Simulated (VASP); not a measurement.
Set up this calculation in VASP 6.6.1, as the native input.

```yaml
Task: single point
Functional: r2SCAN
Potentials_or_basis: VASP PAW PBE potentials, release 64 (Sb)
Cutoff: 520 eV
k_mesh: 5 × 5 × 5
Occupations: gaussian, width 0.05 eV
Spin: no spin polarisation
Dipole_correction: no
Further_INCAR_settings: ALGO = Normal; EDIFF = 1e-06; NBANDS = 12
```

Crystal: Sb.

```xyz
2
Lattice="0.0000 3.4631 3.4631 3.4631 0.0000 3.4631 3.4631 3.4631 0.0000" Properties=species:S:1:pos:R:3 pbc="T T T"
Sb    0.0000    0.0000    0.0000
Sb    1.7316    1.7316    1.7316
```

One way to write it, as run:

POSCAR

```
Sb
1.0
    0.0000000000      3.4631260494      3.4631260494
    3.4631260494      0.0000000000      3.4631260494
    3.4631260494      3.4631260494      0.0000000000
Sb
2
Direct
    0.0000000000      0.0000000000      0.0000000000
    0.2500000000      0.2500000000      0.2500000000
```

INCAR.step1

```
SYSTEM = Sb
  PREC = Accurate
  ENCUT = 520
  ISMEAR = 0
  SIGMA = 0.05
  LREAL = .FALSE.
  LASPH = .TRUE.
  NELM = 80
  NBANDS = 12
  GGA = PE
  ALGO = Normal
  EDIFF = 1E-4
  LWAVE = .TRUE.
  LCHARG = .FALSE.
```

INCAR.step2

```
SYSTEM = Sb
  PREC = Accurate
  ENCUT = 520
  EDIFF = 1E-6
  ISMEAR = 0
  SIGMA = 0.05
  LREAL = .FALSE.
  LASPH = .TRUE.
  NELM = 80
  ALGO = Normal
  ISIF = 2
  LWAVE = .FALSE.
  LCHARG = .FALSE.
  METAGGA = R2SCAN
  LMIXTAU = .TRUE.
  NBANDS = 12
  ISTART = 1
```

KPOINTS

```
regular mesh
0
G
  5 5 5
  0 0 0
```

Potentials or basis: VASP PAW PBE potentials, release 64 (Sb).

Launch:

```sh
$ cat potpaw_PBE.64/Sb/POTCAR > POTCAR
$ cp INCAR.step1 INCAR
$ mpirun -np 1 vasp_std > vasp.out
$ cp INCAR.step2 INCAR
$ mpirun -np 1 vasp_std > vasp.out
```

It gave:

| Quantity | Value |
| --- | --- |
| Pressure | 0.0 GPa |
| Band gap on the k mesh | zero (band 5 reaches 4.26 eV, above the bottom of band 6 at 3.74 eV) |

Caveat: the PAW data sets were made with another functional, which shifts forces and pressure a little; spin-orbit coupling is left out, which moves the levels of the heavy elements.

Wall time 70 s on 1 thread of AMD EPYC 7R13, on a shared host, peak memory 0.18 GiB.
